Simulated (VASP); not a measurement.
# Si (Fd-3m) in VASP: a series of runs, part 2 of 2

VASP 6.6.1. The steps go on from the part before.

## (4) Relaxation of cell and atoms, PBEsol

This run uses another cell than the first one, of 20.16 Å³/atom, 1.024 times its volume.

INCAR reads:

```
SYSTEM = Si
ALGO = Normal ; EDIFF = 1E-6
EDIFFG = -0.005 ; ENCUT = 600
GGA = PS ; IBRION = 2
ISIF = 3 ; ISMEAR = -1
LASPH = .True. ; LCHARG = .False.
LREAL = .False. ; LWAVE = .False.
NELM = 100 ; NSW = 80
PREC = Accurate ; SIGMA = 0.05
```

KPOINTS reads:

```
k-points
0
Gamma
  8 8 8
  0 0 0
```

POSCAR reads:

```
Si
1.0
    0.0000000000      2.7218511865      2.7218511865
    2.7218511865      0.0000000000      2.7218511865
    2.7218511865      2.7218511865      0.0000000000
Si
2
Direct
    0.5000000000      0.5000000000      0.5000000000
    0.7500000000      0.7500000000      0.7500000000
```

Potentials or basis: VASP PAW PBE potentials, release 64 (Si).

Command:

```
$ cat potpaw_PBE.64/Si/POTCAR > POTCAR
$ mpirun -np 1 vasp_std > vasp.out
```

OUTCAR:

```text
SYSTEM = Si
   EDIFF = 1E-6
   EDIFFG = -0.005
   ENCUT = 600
   GGA = PS
   IBRION = 2
   ISIF = 3
   ISMEAR = -1
   LASPH = .True.
   LREAL = .False.
   NELM = 100
   NSW = 80
   PREC = Accurate

 ion  position               nearest neighbor table
   1  0.500  0.500  0.500-   2 2.36   2 2.36   2 2.36   2 2.36
   2  0.750  0.750  0.750-   1 2.36   1 2.36   1 2.36   1 2.36

  LATTYP: Found a face centered cubic cell.
 ALAT       =     5.4437023730

  Lattice vectors:

 A1 = (   0.0000000000,   2.7218511865,   2.7218511865)
 A2 = (   2.7218511865,   0.0000000000,   2.7218511865)
 A3 = (   2.7218511865,   2.7218511865,   0.0000000000)

Analysis of symmetry for initial positions (statically):
=====================================================================
 Subroutine PRICEL returns:
 Original cell was already a primitive cell.

[... 250 lines left out ...]

  energy without entropy =      -11.48903493  energy(sigma->0) =      -11.48907106

 E-fermi :   5.9954     XC(G=0):  -9.5420

 val. band max:        5.7630193113   @ k =   0.0000   0.0000   0.0000
 cond. band min:       6.2701839655   @ k =   0.3750   0.3750   0.0000
 fundamental gap:      0.5071646542
 Fermi energy:         5.9953897819

 k-point     1 :       0.0000    0.0000    0.0000
  band No.  band energies     occupation
      1      -6.2082      2.00000
      2       5.7630      1.98101
      3       5.7630      1.98101
      4       5.7630      1.98101
      5       8.2785      0.00000
      6       8.2785      0.00000
      7       8.2785      0.00000
      8       9.0549      0.00000
[... 243 lines left out ...]
 k-point    24 :      -0.3750    0.2500    0.1250
  band No.  band energies     occupation
      1      -3.3267      2.00000
      2      -1.0436      2.00000
      3       2.2812      2.00000
      4       3.5845      2.00000
      5       8.7574      0.00000
      6       8.8010      0.00000
      7      11.6149      0.00000
      8      12.7924      0.00000

 [... further k-points ...]
[... 5 lines left out ...]
  --------------------------------------------------------------------------------------
  -------------------------------------------------------------------------------------
  Total        0.0015531      0.0015531      0.0015531      0.0000000      0.0000000      0.0000000
  in kB        0.0619665      0.0619665      0.0619665      0.0000000      0.0000000      0.0000000
  external PRESSURE =       0.0619665 kB  Pullay stress =       0.0000000 kB
[... 17 lines left out ...]
  FREE ENERGIE OF THE ION-ELECTRON SYSTEM (eV)
  ---------------------------------------------------
  free  energy   TOTEN  =       -11.4891071883 eV

  energy  without entropy=      -11.4890349281  energy(sigma->0) =      -11.48907106

 reached required accuracy - stopping structural energy minimisation
```

OSZICAR:

```text
N       E                     dE             d eps       ncg     rms          rms(c)
DAV:   1     0.106458350589E+02    0.10646E+02   -0.37063E+03   464   0.911E+02
DAV:   2    -0.114249499894E+02   -0.22071E+02   -0.21481E+02   744   0.912E+01
DAV:   3    -0.117076058790E+02   -0.28266E+00   -0.28266E+00   584   0.133E+01
DAV:   4    -0.117088205918E+02   -0.12147E-02   -0.12147E-02   768   0.977E-01
[... 14 lines left out ...]
       N       E                     dE             d eps       ncg     rms          rms(c)
DAV:   1    -0.114891594262E+02   -0.15187E-03   -0.18079E-03   544   0.245E-01    0.383E-02
DAV:   2    -0.114891251483E+02    0.34278E-04   -0.30453E-05   576   0.375E-02    0.229E-02
DAV:   3    -0.114891073248E+02    0.17823E-04   -0.37359E-05   552   0.309E-02    0.753E-03
DAV:   4    -0.114891071883E+02    0.13653E-06   -0.31052E-07   280   0.532E-03
   3 F= -.11489107E+02 E0= -.11489071E+02  d E =-.219304E-03
```

CONTCAR:

```text
Si
   1.00000000000000
    -0.0000000000000000    2.7179190543473148    2.7179190543473148
     2.7179190543473148    0.0000000000000000    2.7179190543473148
     2.7179190543473148    2.7179190543473148    0.0000000000000000
  Si
     2
Direct
     0.5000000000000000    0.5000000000000000    0.5000000000000000
     0.7500000000000000    0.7500000000000000    0.7500000000000000

  0.00000000E+00  0.00000000E+00  0.00000000E+00
  0.00000000E+00  0.00000000E+00  0.00000000E+00
```

It took 15 s on 1 thread of AMD EPYC 9R45 (Zen 5), shared host; peak memory 0.14 GiB.

What came out:

* Free energy: -11.4891 eV
* Relaxed volume: 20.08 Å³/atom
* Relaxed cell: a = 3.844 Å, b = 3.844 Å, c = 3.844 Å, α = 60.00°, β = 60.00°, γ = 60.00°
* Space group after relaxing (to 0.05 Å): Fd-3m (No. 227)
* Energy gained by relaxing: 0.1 meV/atom
* Ionic steps: 3
* Pressure after relaxing: 0.0 GPa
* Band gap on the k mesh: 0.51 eV, indirect (least direct gap 2.52 eV)

Step by step:
```tsv
step	energy change (eV)	largest force (eV/Å)	pressure (GPa)	volume (Å³)
1	0.0000	0.0000	-0.39	40.33
2	-0.0001	0.0000	0.27	40.04
3	-0.0002	0.0000	0.01	40.15
```

Final structure:
```
Si
1.0
     0.00000    2.71792    2.71792
     2.71792    0.00000    2.71792
     2.71792    2.71792    0.00000
Si
2
Direct
  0.50000 0.50000 0.50000
  0.75000 0.75000 0.75000
```

Caveat: the PAW data sets were made with another functional, which shifts forces and pressure a little.

## (5) Overview

| task | level | potentials or basis | cell | cutoff (eV) | gap on the mesh (eV) | pressure (GPa) | relaxed volume (Å³/atom) |
| --- | --- | --- | --- | --- | --- | --- | --- |
| single point | LDA | VASP PAW LDA potentials, release 64 (Si) | a = 3.819 Å, angles 60.0°, 2 atoms | 520 | 0.49 | 0.1 | - |
| relaxation of cell and atoms | revPBE+D4 | VASP PAW PBE potentials, release 64 (Si) | relaxed from a = 3.849 Å, angles 60.0°, 2 atoms | 600 | 0.61 | 0.0 | 19.58 |
| relaxation of cell and atoms | PBEsol | VASP PAW PBE potentials, release 64 (Si) | relaxed from a = 3.849 Å, angles 60.0°, 2 atoms | 600 | 0.51 | 0.0 | 20.08 |

Alike in all rows: no spin polarisation; k mesh 8 × 8 × 8; smearing fermi-dirac 0.05 eV.

Caveats: the PAW data sets were made with another functional, which shifts forces and pressure a little (some runs).

Total energies depend on the potentials used, so only differences within one code and one set of settings carry meaning.
